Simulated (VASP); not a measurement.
YB, 2 atoms in the cell. The structure is cubic, space group Pm-3m (No. 221). Conventional cell: a = 3.216 Å, b = 3.216 Å, c = 3.216 Å, α = 90.00°, β = 90.00°, γ = 90.00°. Within 3.7 Å of Y (site symmetry m-3m) lie 8 B at 2.79 Å and 6 Y at 3.22 Å. B (site symmetry m-3m) has 8 Y at 2.79 Å and 6 B at 3.22 Å within 3.7 Å. 

```yaml
Program: VASP 6.6.1
Task: relaxation of cell and atoms
Functional: PBE
Potentials_or_basis: VASP PAW PBE potentials, release 64 (Y_sv, B)
Cutoff: 600 eV
k_mesh: 18 × 18 × 18
Occupations: gaussian, width 0.1 eV
Spin: no spin polarisation
Dipole_correction: no
Further_INCAR_settings: ALGO = Normal; EDIFF = 1e-06; IBRION = 2; EDIFFG = -0.01; NSW = 100; ISIF = 3
```

Potentials or basis: VASP PAW PBE potentials, release 64 (Y_sv, B).

Launch:

```bash
$ cat potpaw_PBE.64/Y_sv/POTCAR potpaw_PBE.64/B/POTCAR > POTCAR
$ mpirun -np 1 vasp_std > vasp.out
```

Hardware: 1 thread of Intel(R) Xeon(R) 6975P-C (Granite Rapids), with other jobs on the host.

Problem. How long does it take, and how much memory?

Solution. It took 71 s on 1 thread of Intel(R) Xeon(R) 6975P-C (Granite Rapids) (shared host), peak memory 0.28 GiB. Counts: scf iterations 26, k points 220, ion steps 3.
